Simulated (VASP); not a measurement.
# Se (P6/mmm) in VASP: relaxation of cell and atoms with PBEsol

Aim: the relaxation of cell and atoms of Se with PBEsol.

Program: VASP 6.6.1. These are calculated values, not measurements. Logs are shortened: lines on timing, memory, paths and dates and some standing lists are left out, and cuts for length are marked.

## Step 1: The cell of the first run

It takes space group P6/mmm (No. 191, hexagonal). The conventional cell has a = 4.372 Å, b = 4.372 Å, c = 2.494 Å, α = 90.00°, β = 90.00°, γ = 120.00°. Within 3.3 Å of Se (site symmetry 6/mmm) lie 14 Se at 2.49 to 2.82 Å. Within 3.3 Å of Se (site symmetry -6m2) lie 11 Se at 2.49 to 2.82 Å.

This isn't the form of Se at room conditions, which is trigonal, of chains.

## Step 2: Relaxation of cell and atoms, PBEsol, target pressure 65 GPa, at which the enthalpy is minimised

INCAR

```
SYSTEM = Se
ALGO = Normal ; EDIFF = 1E-6
EDIFFG = -0.005 ; ENCUT = 600
GGA = PS ; IBRION = 2
ISIF = 3 ; ISMEAR = -1
LASPH = .True. ; LCHARG = .False.
LREAL = .False. ; LWAVE = .False.
NELM = 100 ; NSW = 32
PREC = Accurate ; PSTRESS = 650.0
SIGMA = 0.05
```

KPOINTS

```
k-points
0
Gamma
  8 8 12
  0 0 0
```

POSCAR

```
Se
1.0
    4.3724490439      0.0000000000      0.0000000000
   -2.1862245220      3.7866519488      0.0000000000
    0.0000000000      0.0000000000      2.4942505581
Se
3
Direct
    0.0000000000      0.0000000000      0.0000000000
    0.3333333333      0.6666666667      0.5000000000
    0.6666666667      0.3333333333      0.5000000000
```

Potentials or basis: VASP PAW PBE potentials, release 64 (Se).

Started as:

```sh
cat potpaw_PBE.64/Se/POTCAR > POTCAR
mpirun -np 1 vasp_std > vasp.out
```

OUTCAR:

```text
SYSTEM = Se
   EDIFF = 1E-6
   EDIFFG = -0.005
   ENCUT = 600
   GGA = PS
   IBRION = 2
   ISIF = 3
   ISMEAR = -1
   LASPH = .True.
   LREAL = .False.
   NELM = 100
   NSW = 32
   PREC = Accurate
   PSTRESS = 650.0

 ion  position               nearest neighbor table
   1  0.000  0.000  0.000-
   2  0.333  0.667  0.500-   3 2.52   3 2.52   3 2.52
   3  0.667  0.333  0.500-   2 2.52   2 2.52   2 2.52

  LATTYP: Found a hexagonal cell.
 ALAT       =     4.3724490439
 C/A-ratio  =     0.5704470271

  Lattice vectors:

 A1 = (   4.3724490439,   0.0000000000,   0.0000000000)
 A2 = (  -2.1862245220,   3.7866519488,   0.0000000000)
 A3 = (   0.0000000000,   0.0000000000,   2.4942505581)

Analysis of symmetry for initial positions (statically):
=====================================================================
 Subroutine PRICEL returns:
 Original cell was already a primitive cell.

 Routine SETGRP: Setting up the symmetry group for a
 hexagonal supercell.

 Subroutine GETGRP returns: Found 24 space group operations
 (whereof 24 operations were pure point group operations)
 out of a pool of 24 trial point group operations.

The static configuration has the point symmetry D_6h.

Analysis of symmetry for dynamics (positions and initial velocities):
=====================================================================
 Subroutine PRICEL returns:
 Original cell was already a primitive cell.

 Routine SETGRP: Setting up the symmetry group for a
 hexagonal supercell.

 Subroutine GETGRP returns: Found 24 space group operations
 (whereof 24 operations were pure point group operations)
 out of a pool of 24 trial point group operations.

The dynamic configuration has the point symmetry D_6h.

 Subroutine INISYM returns: Found 24 space group operations
 (whereof 24 operations are pure point group operations),
 and found     1 'primitive' translations

----------------------------------------------------------------------------------------

                                     Primitive cell

  volume of cell :      41.2972

  direct lattice vectors                    reciprocal lattice vectors
     4.372449044  0.000000000  0.000000000     0.228704781  0.132042767  0.000000000
    -2.186224522  3.786651949  0.000000000     0.000000000  0.264085533  0.000000000
     0.000000000  0.000000000  2.494250558     0.000000000  0.000000000  0.400922031

  length of vectors
     4.372449044  4.372449044  2.494250558     0.264085533  0.264085533  0.400922031

  position of ions in fractional coordinates (direct lattice)
     0.000000000  0.000000000  0.000000000
     0.333333333  0.666666667  0.500000000
     0.666666667  0.333333333  0.500000000

  ion indices of the primitive-cell ions
   primitive index   ion index
                 1           1
                 2           2
                 3           3

----------------------------------------------------------------------------------------

 KPOINTS: k-points

Automatic generation of k-mesh.
 Grid dimensions read from file:
 generate k-points for:    8    8   12

 Generating k-lattice:

  Cartesian coordinates                     Fractional coordinates (reciprocal lattice)
     0.028588098  0.016505346  0.000000000     0.125000000  0.000000000  0.000000000
     0.000000000  0.033010692  0.000000000     0.000000000  0.125000000  0.000000000
     0.000000000  0.000000000  0.033410169     0.000000000  0.000000000  0.083333333

  Length of vectors
     0.033010692  0.033010692  0.033410169

  Shift w.r.t. Gamma in fractional coordinates (k-lattice)
     0.000000000  0.000000000  0.000000000

 Subroutine IBZKPT returns following result:
 ===========================================

 Found     70 irreducible k-points:

 Following reciprocal coordinates:
            Coordinates               Weight
  0.000000  0.000000  0.000000      1.000000
  0.125000  0.000000  0.000000      6.000000
  0.250000  0.000000  0.000000      6.000000
  0.375000 -0.000000  0.000000      6.000000
  0.500000  0.000000  0.000000      3.000000
  0.125000  0.125000  0.000000      6.000000
[... 16 lines left out ...]
  0.250000  0.000000  0.166667     12.000000
  0.375000 -0.000000  0.166667     12.000000
 [... further k-points ...]
   k-points           NKPTS =     70   k-points in BZ     NKDIM =     70   number of bands    NBANDS=     13
   number of dos      NEDOS =    301   number of ions     NIONS =      3
   total plane-waves  NPLWV =  25920
   dimension x,y,z NGX =    36 NGY =   36 NGZ =   20
   dimension x,y,z NGXF=    72 NGYF=   72 NGZF=   40
   ions per type =               3
   NGX,Y,Z   is equivalent  to a cutoff of  13.69, 13.69, 13.33 a.u.
   NGXF,Y,Z  is equivalent  to a cutoff of  27.38, 27.38, 26.66 a.u.
 SYSTEM =  Se
   PREC   = accura    normal or accurate (medium, high low for compatibility)
   ISTART =      0    job   : 0-new  1-cont  2-samecut
   ICHARG =      2    charge: 1-file 2-atom 10-const
   ISPIN  =      1    spin polarized calculation?
   LNONCOLLINEAR =      F non collinear calculations
   LSORBIT =      F    spin-orbit coupling
   LASPH  =      T    aspherical Exc in radial PAW
   ENCUT  =  600.0 eV  44.10 Ry    6.64 a.u.   8.73  8.73  4.98*2*pi/ulx,y,z
   NELM   =    100;   NELMIN=  2; NELMDL= -5     # of ELM steps
   EDIFF  = 0.1E-05   stopping-criterion for ELM
   LREAL  =      F    real-space projection
   EDIFFG = -.5E-02   stopping-criterion for IOM
   NSW    =     32    number of steps for IOM
   IBRION =      2    ionic relax: 0-MD 1-quasi-New 2-CG
   NFREE  =      1    steps in history (QN), initial steepest desc. (CG)
   ISIF   =      3    stress and relaxation
   ISYM   =      2    0-nonsym 1-usesym 2-fastsym
   POTIM  = 0.5000    time-step for ionic-motion
   TEBEG  =    0.0;   TEEND  =   0.0 temperature during run
   PSTRESS=  650.0 pullay stress
   NELECT =      18.0000    total number of electrons
   NUPDOWN=      -1.0000    fix difference up-down
   EMIN   =  10.00;   EMAX   =-10.00  energy-range for DOS
   EFERMI =   0.00;   METHOD = LEGACY
   ISMEAR =    -1;   SIGMA  =   0.05  broadening in eV -4-tet -1-fermi 0-gaus
   EFERMI_NEDOS =   21; number of points for ismear=-14 and -15
   IALGO  =     38    algorithm
   IMIX   =      4    mixing-type and parameters
     AMIX     =   0.40;   BMIX     =  1.00
     AMIX_MAG =   1.60;   BMIX_MAG =  1.00
  volume/ion in A,a.u.               =      13.77        92.90
  Fermi-wavevector in a.u.,A,eV,Ry     =   1.241249  2.345621 20.962485  1.540699
  Thomas-Fermi vector in A             =   2.375655
   LORBIT       =      0    0 simple, 1 ext, 2 COOP (PROOUT), +10 PAW based schemes
   GGA     = PS    functional components
   LHFCALC =     F    Hartree Fock is set to
   AEXX    =    0.0000 exact exchange contribution
   IVDW    =     0    specifies the selected vdW correction
   LEPSILON=     F    determine dielectric tensor
   LRPA    =     F    only Hartree local field effects (RPA)
 conjugate gradient relaxation of ions
 non-spin polarized calculation
  energy-cutoff  :      600.00
  volume of cell :       41.30
 maximum number of plane-waves:      1397
 NGX is ok and might be reduce to    36
   NGX = 17   NGY = 17   NGZ =  9

--------------------------------------- Ionic step        1  -------------------------------------------

 number of electron      18.0000000 magnetization

 Free energy of the ion-electron system (eV)
  ---------------------------------------------------
  ext. energy  EPLUGINS =         0.00000000
  ---------------------------------------------------
  free energy    TOTEN  =        -7.56066400 eV

  energy without entropy =       -7.55017074  energy(sigma->0) =       -7.55541737

------------------------ aborting loop because EDIFF is reached ----------------------------------------

  FORCE on cell =-STRESS in cart. coord.  units (eV):
  Direction    XX          YY          ZZ          XY          YZ          ZX
  --------------------------------------------------------------------------------------
  -------------------------------------------------------------------------------------
  Total       16.9670659     16.9670659     17.0245333     -0.0000000      0.0000000      0.0000000
  in kB      658.2594539    658.2594539    660.4889769     -0.0000000      0.0000000      0.0000000
  external PRESSURE =       9.0026282 kB  Pullay stress =     650.0000000 kB
[... 63 lines left out ...]
  enthalpy is  TOTEN    =         9.1963113673 eV   P V=       16.9424259971

--------------------------------------- Ionic step        3  -------------------------------------------

 number of electron      18.0000000 magnetization

 Free energy of the ion-electron system (eV)
  ---------------------------------------------------
  ext. energy  EPLUGINS =         0.00000000
  ---------------------------------------------------
  free energy    TOTEN  =        -7.60612591 eV

  energy without entropy =       -7.59563776  energy(sigma->0) =       -7.60088184

 E-fermi :  11.0701     XC(G=0): -12.5251

 val. band max:       11.0113116292   @ k =   0.3750   0.1250   0.2500
 cond. band min:      11.0755529026   @ k =   0.3750   0.1250   0.4167
 fundamental gap:      0.0642412734
 Fermi energy:        11.0700977014

 k-point     1 :       0.0000    0.0000    0.0000
  band No.  band energies     occupation
      1      -9.5775      2.00000
      2      -2.5119      2.00000
      3      -2.4660      2.00000
      4       2.7298      2.00000
      5       2.7298      2.00000
      6       3.2049      2.00000
      7       3.2049      2.00000
      8      12.5877      0.00000
      9      15.9568      0.00000
     10      15.9568      0.00000
     11      17.6651      0.00000
     12      17.9022      0.00000
     13      17.9028      0.00000
[... 353 lines left out ...]
 k-point    24 :       0.3750   -0.0000    0.1667
  band No.  band energies     occupation
      1      -7.5588      2.00000
      2      -5.1892      2.00000
      3      -3.0232      2.00000
      4       1.1937      2.00000
      5       5.6642      2.00000
      6       8.5008      2.00000
      7       8.8562      2.00000
      8       9.7818      2.00000
      9      10.8544      1.97361
     10      11.8901      0.00000
     11      12.5455      0.00000
     12      12.9076      0.00000
     13      19.1180      0.00000

 [... further k-points ...]

------------------------ aborting loop because EDIFF is reached ----------------------------------------

  FORCE on cell =-STRESS in cart. coord.  units (eV):
  Direction    XX          YY          ZZ          XY          YZ          ZX
  --------------------------------------------------------------------------------------
  -------------------------------------------------------------------------------------
  Total       16.7965842     16.7965842     16.8061313     -0.0000000      0.0000000      0.0000000
  in kB      649.8940289    649.8940289    650.2634262     -0.0000000      0.0000000      0.0000000
  external PRESSURE =       0.0171614 kB  Pullay stress =     650.0000000 kB
[... 18 lines left out ...]
  FREE ENERGIE OF THE ION-ELECTRON SYSTEM (eV)
  ---------------------------------------------------
  free  energy   TOTEN  =        -7.6061259120 eV

  energy  without entropy=       -7.5956377635  energy(sigma->0) =       -7.60088184

  enthalpy is  TOTEN    =         9.1931970960 eV   P V=       16.7993230080

 reached required accuracy - stopping structural energy minimisation
```

It took 1.8 min on 1 thread of Intel Xeon 8259CL, shared host; peak memory 0.19 GiB.

What came out:

| Property | Result |
| --- | --- |
| Free energy | -7.6061 eV |
| Relaxed volume | 13.80 Å³/atom |
| Relaxed cell | a = 4.376 Å, b = 4.376 Å, c = 2.497 Å, α = 90.00°, β = 90.00°, γ = 120.00° |
| Space group after relaxing (to 0.1 Å) | P6/mmm (No. 191) |
| Energy change on relaxing (the run minimises the enthalpy) | -15.2 meV/atom |
| Ionic steps | 3 |
| Pressure after relaxing | 65.0 GPa |
| Band gap on the k mesh | zero (bands 9 and 10 overlap by 8.78 eV) |

The path:
| step | energy change (eV) | largest force (eV/Å) | pressure (GPa) | volume (Å³) |
| --- | --- | --- | --- | --- |
| 1 | 0.0000 | 0.0000 | 65.90 | 41.30 |
| 2 | -0.1855 | 0.0000 | 62.23 | 41.76 |
| 3 | -0.0455 | 0.0000 | 65.00 | 41.41 |

Final structure:
```
CELL_PARAMETERS angstrom
4.37605 0.00000 0.00000
-2.18802 3.78977 0.00000
0.00000 0.00000 2.49686
ATOMIC_POSITIONS crystal
Se 0.00000 0.00000 0.00000
Se 0.33333 0.66667 0.50000
Se 0.66667 0.33333 0.50000
```

Levels at points of the mesh, in eV from the Fermi level:
```tsv
k point	band 7	band 8	band 9	band 10	band 11	band 12
(0.00, 0.00, 0.00)	-7.87	1.52	4.89	4.89	6.60	6.83
(0.50, 0.00, 0.00)	-1.11	-0.79	0.53	3.58	3.77	5.91
(0.00, 0.00, 0.50)	-5.10	-5.10	-2.67	-2.67	-1.60	-1.60
(0.50, 0.00, 0.50)	-6.31	-3.56	-0.33	0.86	1.67	2.64
```

Caveat: the cell is relaxed towards a set pressure, so the run minimises the enthalpy, not the energy; the PAW data sets were made with another functional, which shifts forces and pressure a little.

The gap in the log of VASP goes by the Fermi energy; the results here count the filled bands.